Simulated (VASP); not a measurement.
# Ir (Fm-3m) in VASP: single point with PBE

Aim: the single point of Ir with PBE.

All numbers are computed with VASP 6.6.1; they aren't measurements. Logs are shortened: lines on timing, memory, paths and dates and some standing lists are left out, and cuts for length are marked.

### 1 The cell of the first run

Symmetry: Fm-3m, No. 225, cubic system. Conventional cell: a = 3.831 Å, b = 3.831 Å, c = 3.831 Å, α = 90.00°, β = 90.00°, γ = 90.00°. Within 3.6 Å of Ir (site symmetry m-3m) lie 12 Ir at 2.71 Å.

### 2 Single point, PBE

Input file INCAR:

```
PREC = Accurate
ENCUT = 500
EDIFF = 1E-6
ISMEAR = 1
SIGMA = 0.1
LREAL = F
LASPH = T
NELM = 120
ALGO = Normal
ISIF = 2
LWAVE = F
LCHARG = F
GGA = PE
NBANDS = 10
GGA_COMPAT = F
```

Input file KPOINTS:

```
Automatic mesh
0
Gamma
  11 11 11
```

Input file POSCAR:

```
Ir
1.0
    2.7090680000      0.0000000000      0.0000000000
    1.3545340000      2.3461217086      0.0000000000
    1.3545340000      0.7820405695      2.2119447595
Ir
1
Direct
    0.0000000000      0.0000000000      0.0000000000
```

Potentials or basis: VASP PAW PBE potentials, release 64 (Ir).

Started as:

```sh
cat potpaw_PBE.64/Ir/POTCAR > POTCAR
mpirun -np 1 vasp_std > vasp.out
```

OUTCAR:

```text
PREC = Accurate
   ENCUT = 500
   EDIFF = 1E-6
   ISMEAR = 1
   LREAL = F
   LASPH = T
   NELM = 120
   ISIF = 2
   GGA = PE

 ion  position               nearest neighbor table
   1  0.000  0.000  0.000-

  LATTYP: Found a face centered cubic cell.
 ALAT       =     3.8312007070

  Lattice vectors:

 A1 = (   2.7090680000,   0.0000000000,   0.0000000000)
 A2 = (   1.3545340000,   2.3461217086,   0.0000000000)
 A3 = (   1.3545340000,   0.7820405695,   2.2119447595)

Analysis of symmetry for initial positions (statically):
=====================================================================
 Subroutine PRICEL returns:
 Original cell was already a primitive cell.

 Routine SETGRP: Setting up the symmetry group for a
 face centered cubic supercell.

 Subroutine GETGRP returns: Found 48 space group operations
 (whereof 48 operations were pure point group operations)
 out of a pool of 48 trial point group operations.

The static configuration has the point symmetry O_h .

Analysis of symmetry for dynamics (positions and initial velocities):
=====================================================================
 Subroutine PRICEL returns:
 Original cell was already a primitive cell.

 Routine SETGRP: Setting up the symmetry group for a
 face centered cubic supercell.

 Subroutine GETGRP returns: Found 48 space group operations
 (whereof 48 operations were pure point group operations)
 out of a pool of 48 trial point group operations.

The dynamic configuration has the point symmetry O_h .

 Subroutine INISYM returns: Found 48 space group operations
 (whereof 48 operations are pure point group operations),
 and found     1 'primitive' translations

----------------------------------------------------------------------------------------

                                     Primitive cell

  volume of cell :      14.0587

  direct lattice vectors                    reciprocal lattice vectors
     2.709068000  0.000000000  0.000000000     0.369130638 -0.213117673 -0.150696952
     1.354534000  2.346121709  0.000000000     0.000000000  0.426235347 -0.150696952
     1.354534000  0.782040570  2.211944760     0.000000000  0.000000000  0.452090856

  length of vectors
     2.709068000  2.709068000  2.709068000     0.452090856  0.452090856  0.452090856

  position of ions in fractional coordinates (direct lattice)
     0.000000000  0.000000000  0.000000000

  ion indices of the primitive-cell ions
   primitive index   ion index
                 1           1

----------------------------------------------------------------------------------------

 KPOINTS: Automatic mesh

Automatic generation of k-mesh.
 Grid dimensions read from file:
 generate k-points for:   11   11   11

 Generating k-lattice:

  Cartesian coordinates                     Fractional coordinates (reciprocal lattice)
     0.033557331 -0.019374334 -0.013699723     0.090909091  0.000000000  0.000000000
     0.000000000  0.038748668 -0.013699723     0.000000000  0.090909091 -0.000000000
     0.000000000  0.000000000  0.041099169     0.000000000  0.000000000  0.090909091

  Length of vectors
     0.041099169  0.041099169  0.041099169

  Shift w.r.t. Gamma in fractional coordinates (k-lattice)
     0.000000000  0.000000000  0.000000000

 Subroutine IBZKPT returns following result:
 ===========================================

 Found     56 irreducible k-points:

 Following reciprocal coordinates:
            Coordinates               Weight
  0.000000  0.000000  0.000000      1.000000
  0.090909 -0.000000 -0.000000      8.000000
  0.181818 -0.000000 -0.000000      8.000000
  0.272727 -0.000000 -0.000000      8.000000
  0.363636 -0.000000 -0.000000      8.000000
  0.454545 -0.000000  0.000000      8.000000
[... 16 lines left out ...]
 -0.272727  0.181818  0.000000     24.000000
 -0.181818  0.181818  0.000000     12.000000
 [... further k-points ...]
   k-points           NKPTS =     56   k-points in BZ     NKDIM =     56   number of bands    NBANDS=     10
   number of dos      NEDOS =    301   number of ions     NIONS =      1
   total plane-waves  NPLWV =   8000
   dimension x,y,z NGX =    20 NGY =   20 NGZ =   20
   dimension x,y,z NGXF=    40 NGYF=   40 NGZF=   40
   ions per type =               1
   NGX,Y,Z   is equivalent  to a cutoff of  12.27, 12.27, 12.27 a.u.
   NGXF,Y,Z  is equivalent  to a cutoff of  24.55, 24.55, 24.55 a.u.
 SYSTEM =  unknown system
   PREC   = accura    normal or accurate (medium, high low for compatibility)
   ISTART =      0    job   : 0-new  1-cont  2-samecut
   ICHARG =      2    charge: 1-file 2-atom 10-const
   ISPIN  =      1    spin polarized calculation?
   LNONCOLLINEAR =      F non collinear calculations
   LSORBIT =      F    spin-orbit coupling
   LASPH  =      T    aspherical Exc in radial PAW
   ENCUT  =  500.0 eV  36.75 Ry    6.06 a.u.   4.94  4.94  4.94*2*pi/ulx,y,z
   NELM   =    120;   NELMIN=  2; NELMDL= -5     # of ELM steps
   EDIFF  = 0.1E-05   stopping-criterion for ELM
   LREAL  =      F    real-space projection
   EDIFFG = 0.1E-04   stopping-criterion for IOM
   NSW    =      0    number of steps for IOM
   IBRION =     -1    ionic relax: 0-MD 1-quasi-New 2-CG
   NFREE  =      0    steps in history (QN), initial steepest desc. (CG)
   ISIF   =      2    stress and relaxation
   ISYM   =      2    0-nonsym 1-usesym 2-fastsym
   POTIM  = 0.5000    time-step for ionic-motion
   TEBEG  =    0.0;   TEEND  =   0.0 temperature during run
   PSTRESS=    0.0 pullay stress
   NELECT =       9.0000    total number of electrons
   NUPDOWN=      -1.0000    fix difference up-down
   EMIN   =  10.00;   EMAX   =-10.00  energy-range for DOS
   EFERMI =   0.00;   METHOD = LEGACY
   ISMEAR =     1;   SIGMA  =   0.10  broadening in eV -4-tet -1-fermi 0-gaus
   EFERMI_NEDOS =   21; number of points for ismear=-14 and -15
   IALGO  =     38    algorithm
   IMIX   =      4    mixing-type and parameters
     AMIX     =   0.40;   BMIX     =  1.00
     AMIX_MAG =   1.60;   BMIX_MAG =  1.00
  volume/ion in A,a.u.               =      14.06        94.87
  Fermi-wavevector in a.u.,A,eV,Ry     =   1.410936  2.666283 27.085681  1.990741
  Thomas-Fermi vector in A             =   2.532839
   LORBIT       =      0    0 simple, 1 ext, 2 COOP (PROOUT), +10 PAW based schemes
   GGA     = PE    functional components
   LHFCALC =     F    Hartree Fock is set to
   AEXX    =    0.0000 exact exchange contribution
   IVDW    =     0    specifies the selected vdW correction
   LEPSILON=     F    determine dielectric tensor
   LRPA    =     F    only Hartree local field effects (RPA)
 non-spin polarized calculation
 Methfessel and Paxton  Order N= 1 SIGMA  =   0.10
  energy-cutoff  :      500.00
  volume of cell :       14.06
 maximum number of plane-waves:       369
   NGX =  9   NGY =  9   NGZ =  9

 number of electron       9.0000000 magnetization

 Free energy of the ion-electron system (eV)
  ---------------------------------------------------
  ext. energy  EPLUGINS =         0.00000000
  ---------------------------------------------------
  free energy    TOTEN  =        -8.80363288 eV

  energy without entropy =       -8.80278476  energy(sigma->0) =       -8.80335017

 E-fermi :  10.4519     XC(G=0): -14.0263

 val. band max:       10.4228380940   @ k =   0.2727   0.2727   0.0000
 cond. band min:      10.4691276554   @ k =   0.3636   0.2727  -0.0000
 fundamental gap:      0.0462895613
 Fermi energy:        10.4518856114

 k-point     1 :       0.0000    0.0000    0.0000
  band No.  band energies     occupation
      1      -0.6715      2.00000
      2       6.5892      2.00000
      3       6.5892      2.00000
      4       6.5892      2.00000
      5       9.3084      2.00000
      6       9.3084      2.00000
      7      24.8237      0.00000
      8      30.4556      0.00000
      9      30.4556      0.00000
     10      30.4556      0.00000

 k-point     2 :       0.0909   -0.0000   -0.0000
  band No.  band energies     occupation
      1      -0.3058      2.00000
      2       6.4012      2.00000
      3       6.7431      2.00000
      4       6.7431      2.00000
      5       9.2143      2.00000
      6       9.2143      2.00000
      7      25.4469      0.00000
      8      28.8047      0.00000
      9      31.0600      0.00000
     10      31.0600      0.00000

 k-point     3 :       0.1818   -0.0000   -0.0000
  band No.  band energies     occupation
      1       0.6750      2.00000
      2       6.0605      2.00000
      3       7.0222      2.00000
      4       7.0222      2.00000
      5       9.1683      2.00000
      6       9.1683      2.00000
      7      26.1689      0.00000
      8      26.9521      0.00000
      9      32.7228      0.00000
     10      32.7228      0.00000

 k-point     4 :       0.2727   -0.0000   -0.0000
  band No.  band energies     occupation
      1       1.7930      2.00000
      2       6.2108      2.00000
      3       6.9911      2.00000
      4       6.9911      2.00000
      5       9.6778      2.00000
      6       9.6778      2.00000
      7      23.6903      0.00000
      8      27.1075      0.00000
      9      34.5602      0.00000
     10      34.5611      0.00000
[... 222 lines left out ...]
 k-point    22 :      -0.3636    0.1818    0.0000
  band No.  band energies     occupation
      1       3.5124      2.00000
      2       5.7406      2.00000
      3       6.9684      2.00000
      4       7.4749      2.00000
      5      10.3635      2.01691
      6      13.9304      0.00000
      7      19.2549      0.00000
      8      25.8742      0.00000
      9      27.8018      0.00000
     10      31.3211      0.00000

 k-point    23 :      -0.2727    0.1818    0.0000
  band No.  band energies     occupation
      1       3.4496      2.00000
      2       5.7463      2.00000
      3       6.2509      2.00000
      4       7.6696      2.00000
      5       9.1421      2.00000
      6      12.6137      0.00000
      7      22.3456      0.00000
      8      26.5749      0.00000
      9      28.3133      0.00000
     10      33.3352      0.00000

 k-point    24 :      -0.1818    0.1818    0.0000
  band No.  band energies     occupation
      1       2.5401      2.00000
      2       5.4191      2.00000
      3       6.7643      2.00000
      4       8.0338      2.00000
      5       8.0862      2.00000
      6      11.1891     -0.00000
      7      24.7268      0.00000
      8      27.8795      0.00000
      9      30.1192      0.00000
     10      30.9726      0.00000

 [... further k-points ...]
[... 5 lines left out ...]
  --------------------------------------------------------------------------------------
  -------------------------------------------------------------------------------------
  Total        1.1087962      1.1087962      1.1087962      0.0000000     -0.0000000      0.0000000
  in kB      126.3623171    126.3623171    126.3623171      0.0000000     -0.0000000      0.0000000
  external PRESSURE =     126.3623171 kB  Pullay stress =       0.0000000 kB

 VOLUME and BASIS-vectors are now :
 -----------------------------------------------------------------------------
  energy-cutoff  :      500.00
  volume of cell :       14.06
      direct lattice vectors                 reciprocal lattice vectors
     2.709068000  0.000000000  0.000000000     0.369130638 -0.213117673 -0.150696952
     1.354534000  2.346121709  0.000000000     0.000000000  0.426235347 -0.150696952
     1.354534000  0.782040570  2.211944760     0.000000000  0.000000000  0.452090856

 POSITION                                       TOTAL-FORCE (eV/Angst)
 -----------------------------------------------------------------------------------
      0.00000      0.00000      0.00000        -0.000000     -0.000000      0.000000
 -----------------------------------------------------------------------------------
    total drift:                               -0.000000     -0.000000     -0.000000

  FREE ENERGIE OF THE ION-ELECTRON SYSTEM (eV)
  ---------------------------------------------------
  free  energy   TOTEN  =        -8.8036328779 eV

  energy  without entropy=       -8.8027847589  energy(sigma->0) =       -8.80335017
```

Run time: 4.1 s. Hardware: 1 thread of AMD EPYC 9R45 (Zen 5), shared host; peak memory 0.1 GiB.

What came out:

- Free energy: -8.8036 eV
- Pressure: 12.6 GPa

Caveat: spin-orbit coupling is left out, which moves the levels of the heavy elements.
